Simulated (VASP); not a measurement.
Runs of VASP 6.6.1 on HgTe. The structure is that of space group F-43m (No. 216), or close to it. The cells are those of the table. 

```csv
task,level,potentials or basis,cell,k mesh,cutoff (eV),grid for exact exchange (PRECFOCK),share of exact exchange,screening parameter,gap on the mesh (eV),pressure (GPa),relaxed volume (Å³/atom)
single point,HSE06,"VASP PAW PBE potentials, release 64 (Hg, Te)","a = 4.652 Å, angles 60.0°, 2 atoms",4 × 4 × 4,520,Normal,0.25,0.2079 1/Å,none,0.1,-
relaxation of cell and atoms,PBE,"VASP PAW PBE potentials, release 64 (Hg, Te)","relaxed from a = 4.546 Å, angles 60.0°, 2 atoms",6 × 6 × 6,600,-,-,-,none,0.0,36.90
relaxation of cell and atoms,r2SCAN,"VASP PAW PBE potentials, release 64 (Hg, Te)","relaxed from a = 4.705 Å, angles 60.0°, 2 atoms",6 × 6 × 6,600,-,-,-,none,0.0,35.62
single point,LDA,"VASP PAW LDA potentials, release 64 (Hg, Te)","a = 4.652 Å, angles 60.0°, 2 atoms",6 × 6 × 6,520,-,-,-,none,-2.4,-
relaxation of cell and atoms,PBEsol,"VASP PAW PBE potentials, release 64 (Hg, Te)","relaxed from a = 4.705 Å, angles 60.0°, 2 atoms",6 × 6 × 6,600,-,-,-,none,0.0,(a)
single point,PBE,"VASP PAW PBE potentials, release 64 (Hg, Te)","a = 4.705 Å, angles 60.0°, 2 atoms",6 × 6 × 6,520,-,-,-,none,0.1,-
single point,PBEsol,"VASP PAW PBE potentials, release 64 (Hg, Te)","a = 4.605 Å, angles 60.0°, 2 atoms",6 × 6 × 6,520,-,-,-,none,0.1,-
relaxation of cell and atoms,LDA,"VASP PAW LDA potentials, release 64 (Hg, Te)","relaxed from a = 4.705 Å, angles 60.0°, 2 atoms",6 × 6 × 6,600,-,-,-,none,0.0,(b)
```

Alike in all rows: no spin polarisation; smearing fermi-dirac 0.02 eV.

Problem. Estimate the missing entries.

Solution. (a) 34.65; (b) 33.56.

Caveats: some runs use coarse meshes; spin-orbit coupling is left out, which moves the levels of the heavy elements; semilocal functionals underestimate gaps, and a narrow one can read as zero (at least some runs); the PAW data sets were made with another functional, which shifts forces and pressure a little (at least some runs).

A k mesh can miss the band edges, and the runs leave out spin-orbit coupling on Hg, Te.

A gap of «none» marks levels without a gap at the run's occupations.
